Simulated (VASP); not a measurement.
# Pt (I4/mmm) in VASP: further runs, part 2 of 2

VASP 6.6.1. The steps go on from the part before.

## 3. Relaxation of cell and atoms, PBE

This run uses another cell than the first one, of 16.45 Å³/atom.

Input file INCAR:

```
PREC = Accurate ; ENCUT = 600
EDIFF = 1E-6 ; ISMEAR = 0
SIGMA = 0.1 ; LREAL = F
LASPH = T ; NELM = 80
ALGO = Fast ; ISIF = 3
LWAVE = F ; LCHARG = F
GGA = PE ; IBRION = 2
NSW = 90 ; EDIFFG = -0.04
```

Input file KPOINTS:

```
regular mesh
0
Gamma
  8 8 8
```

Input file POSCAR:

```
Pt
1.0
   -1.3931646063      1.3931646063      2.1194967117
    1.3931646063     -1.3931646063      2.1194967117
    1.3931646063      1.3931646063     -2.1194967117
Pt
1
Direct
    0.0000000000      0.0000000000      0.0000000000
```

Potentials or basis: VASP PAW PBE potentials, release 64 (Pt).

Launch:

```sh
$ cat potpaw_PBE.64/Pt/POTCAR > POTCAR
$ mpirun -np 1 vasp_std > vasp.out
```

OUTCAR:

```text
PREC = Accurate
   ENCUT = 600
   EDIFF = 1E-6
   ISMEAR = 0
   LREAL = F
   LASPH = T
   NELM = 80
   ISIF = 3
   GGA = PE
   IBRION = 2
   NSW = 90
   EDIFFG = -0.04

 ion  position               nearest neighbor table
   1  0.000  0.000  0.000-

  LATTYP: Found a body centered tetragonal cell.
 ALAT       =     2.7863292126
 C/A-ratio  =     1.5213541186

  Lattice vectors:

 A1 = (  -1.3931646063,   1.3931646063,   2.1194967117)
 A2 = (   1.3931646063,  -1.3931646063,   2.1194967117)
 A3 = (   1.3931646063,   1.3931646063,  -2.1194967117)

Analysis of symmetry for initial positions (statically):
=====================================================================
 Subroutine PRICEL returns:
 Original cell was already a primitive cell.

 Routine SETGRP: Setting up the symmetry group for a
 body centered tetragonal supercell.

 Subroutine GETGRP returns: Found 16 space group operations
 (whereof 16 operations were pure point group operations)
 out of a pool of 16 trial point group operations.

The static configuration has the point symmetry D_4h.

Analysis of symmetry for dynamics (positions and initial velocities):
=====================================================================
 Subroutine PRICEL returns:
 Original cell was already a primitive cell.

 Routine SETGRP: Setting up the symmetry group for a
 body centered tetragonal supercell.

 Subroutine GETGRP returns: Found 16 space group operations
 (whereof 16 operations were pure point group operations)
 out of a pool of 16 trial point group operations.

The dynamic configuration has the point symmetry D_4h.

 Subroutine INISYM returns: Found 16 space group operations
 (whereof 16 operations are pure point group operations),
 and found     1 'primitive' translations

----------------------------------------------------------------------------------------

                                     Primitive cell

  volume of cell :      16.4550

  direct lattice vectors                    reciprocal lattice vectors
    -1.393164606  1.393164606  2.119496712     0.000000000  0.358895135  0.235905060
     1.393164606 -1.393164606  2.119496712     0.358895135  0.000000000  0.235905060
[... 93 lines left out ...]
   PSTRESS=    0.0 pullay stress
   NELECT =      10.0000    total number of electrons
   NUPDOWN=      -1.0000    fix difference up-down
   EMIN   =  10.00;   EMAX   =-10.00  energy-range for DOS
   EFERMI =   0.00;   METHOD = LEGACY
   ISMEAR =     0;   SIGMA  =   0.10  broadening in eV -4-tet -1-fermi 0-gaus
   EFERMI_NEDOS =   21; number of points for ismear=-14 and -15
   IALGO  =     68    algorithm
   IMIX   =      4    mixing-type and parameters
     AMIX     =   0.40;   BMIX     =  1.00
     AMIX_MAG =   1.60;   BMIX_MAG =  1.00
  volume/ion in A,a.u.               =      16.45       111.04
  Fermi-wavevector in a.u.,A,eV,Ry     =   1.386678  2.620441 26.162315  1.922876
  Thomas-Fermi vector in A             =   2.510971
   LORBIT       =      0    0 simple, 1 ext, 2 COOP (PROOUT), +10 PAW based schemes
   GGA     = PE    functional components
   LHFCALC =     F    Hartree Fock is set to
   AEXX    =    0.0000 exact exchange contribution
   IVDW    =     0    specifies the selected vdW correction
   LEPSILON=     F    determine dielectric tensor
   LRPA    =     F    only Hartree local field effects (RPA)
 conjugate gradient relaxation of ions
 non-spin polarized calculation
 RMM-DIIS sequential band-by-band and
 Gauss-broadening in eV      SIGMA  =   0.10
  energy-cutoff  :      600.00
  volume of cell :       16.45
 maximum number of plane-waves:       560
   NGX = 11   NGY = 11   NGZ = 11

--------------------------------------- Ionic step        1  -------------------------------------------

 number of electron      10.0000000 magnetization

 Free energy of the ion-electron system (eV)
  ---------------------------------------------------
  ext. energy  EPLUGINS =         0.00000000
  ---------------------------------------------------
  free energy    TOTEN  =        -6.03035849 eV

  energy without entropy =       -6.01745431  energy(sigma->0) =       -6.02390640

 E-fermi :   9.5719     XC(G=0): -12.9743

 val. band max:        9.5696508481   @ k =   0.1250   0.1250   0.1250
 cond. band min:       9.5750467540   @ k =   0.2500   0.1250  -0.0000
 fundamental gap:      0.0053959059
 Fermi energy:         9.5719214553

 k-point     1 :       0.0000    0.0000    0.0000
  band No.  band energies     occupation
      1       0.3962      2.00000
      2       5.8622      2.00000
      3       6.6467      2.00000
      4       6.6467      2.00000
      5       7.7358      2.00000
      6       8.6517      2.00000
      7      24.5940      0.00000
      8      27.9719      0.00000
      9      29.5107      0.00000
[... 555 lines left out ...]
--------------------------------------- Ionic step        9  -------------------------------------------

 number of electron      10.0000002 magnetization

 Free energy of the ion-electron system (eV)
  ---------------------------------------------------
  ext. energy  EPLUGINS =         0.00000000
  ---------------------------------------------------
  free energy    TOTEN  =        -6.08691410 eV

  energy without entropy =       -6.07742803  energy(sigma->0) =       -6.08217107

 E-fermi :  10.5809     XC(G=0): -13.3046

 val. band max:       10.4497412491   @ k =  -0.3750   0.3750   0.3750
 cond. band min:      10.5886200832   @ k =   0.2500   0.1250  -0.0000
 fundamental gap:      0.1388788340
 Fermi energy:        10.5809409142

 k-point     1 :       0.0000    0.0000    0.0000
  band No.  band energies     occupation
      1       0.7965      2.00000
      2       7.0276      2.00000
      3       7.0304      2.00000
      4       7.0304      2.00000
      5       9.0646      2.00000
      6       9.0678      2.00000
      7      25.3843      0.00000
      8      30.1614      0.00000
      9      30.1674      0.00000
[... 304 lines left out ...]
  FREE ENERGIE OF THE ION-ELECTRON SYSTEM (eV)
  ---------------------------------------------------
  free  energy   TOTEN  =        -6.0869141029 eV

  energy  without entropy=       -6.0774280290  energy(sigma->0) =       -6.08217107

 reached required accuracy - stopping structural energy minimisation
```

OSZICAR:

```text
N       E                     dE             d eps       ncg     rms          rms(c)
DAV:   1     0.400763187690E+02    0.40076E+02   -0.58896E+03  1078   0.116E+03
DAV:   2    -0.592422416297E+01   -0.46001E+02   -0.44020E+02  1109   0.193E+02
[... 70 lines left out ...]
DAV:   1    -0.609482530922E+01   -0.90203E-02   -0.18690E-01  1078   0.462E+00    0.585E-01
RMM:   2    -0.608733308750E+01    0.74922E-02   -0.10360E-02  1062   0.102E+00    0.224E-01
RMM:   3    -0.608688057857E+01    0.45251E-03   -0.12699E-03  1062   0.364E-01    0.129E-01
RMM:   4    -0.608691472878E+01   -0.34150E-04   -0.12772E-04  1062   0.119E-01    0.132E-02
RMM:   5    -0.608691374191E+01    0.98688E-06   -0.18332E-05  1059   0.419E-02    0.496E-03
RMM:   6    -0.608691410289E+01   -0.36099E-06   -0.29452E-06   832   0.157E-02
   9 F= -.60869141E+01 E0= -.60821711E+01  d E =-.204421E-03
```

It took 1.9 min on 1 thread of AMD EPYC 7R13, shared host; peak memory 0.13 GiB.

What came out:

- Free energy: -6.0869 eV
- Relaxed volume: 15.58 Å³/atom
- Relaxed cell: a = 2.803 Å, b = 2.803 Å, c = 2.803 Å, α = 120.01°, β = 120.01°, γ = 89.99°
- Space group after relaxing (to 0.1 Å): Fm-3m (No. 225)
- Energy gained by relaxing: 56.6 meV/atom
- Ionic steps: 9
- Pressure after relaxing: 0.0 GPa
- Band gap on the k mesh: zero (bands 5 and 6 overlap by 2.10 eV)

The path:
| step | energy change (eV) | largest force (eV/Å) | pressure (GPa) | volume (Å³) |
| --- | --- | --- | --- | --- |
| 1 | 0.0000 | 0.0000 | -10.77 | 16.45 |
| 2 | 0.1178 | 0.0000 | 37.81 | 13.95 |
| 3 | -0.0402 | 0.0000 | 1.14 | 15.54 |
| 4 | -0.0402 | 0.0000 | 1.65 | 15.51 |
| 5 | -0.0556 | 0.0000 | 1.05 | 15.52 |
| 6 | -0.0564 | 0.0000 | 1.05 | 15.51 |
| 7 | -0.0564 | 0.0000 | 1.05 | 15.51 |
| 8 | -0.0554 | 0.0000 | -2.32 | 15.73 |
| 9 | -0.0566 | 0.0000 | 0.00 | 15.58 |

Final structure:
```cif
data_structure
_symmetry_space_group_name_H-M 'P 1'
_symmetry_Int_Tables_number 1
_cell_length_a 2.8033
_cell_length_b 2.8033
_cell_length_c 2.8033
_cell_angle_alpha 120.008
_cell_angle_beta 120.008
_cell_angle_gamma 89.986
_cell_volume 15.58
loop_
_atom_site_label
_atom_site_type_symbol
_atom_site_fract_x
_atom_site_fract_y
_atom_site_fract_z
_atom_site_occupancy
Pt1 Pt 0.00000 0.00000 0.00000 1
```

Levels at points of the mesh, in eV from the Fermi level:
| k point | band 3 | band 4 | band 5 | band 6 | band 7 | band 8 |
| --- | --- | --- | --- | --- | --- | --- |
| (0.00, 0.00, 0.00) | -3.55 | -3.55 | -1.52 | -1.51 | 14.80 | 19.58 |
| (0.50, 0.00, 0.00) | -3.61 | -0.27 | 0.06 | 0.07 | 5.65 | 14.36 |
| (0.50, 0.50, 0.00) | 0.03 | 0.49 | 0.49 | 1.92 | 8.59 | 11.36 |
| (0.50, 0.50, 0.50) | 0.03 | 0.49 | 0.49 | 1.91 | 8.58 | 11.37 |

Caveat: spin-orbit coupling is left out, which moves the levels of the heavy elements.

The gap in the log of VASP goes by the Fermi energy; the results here count the filled bands.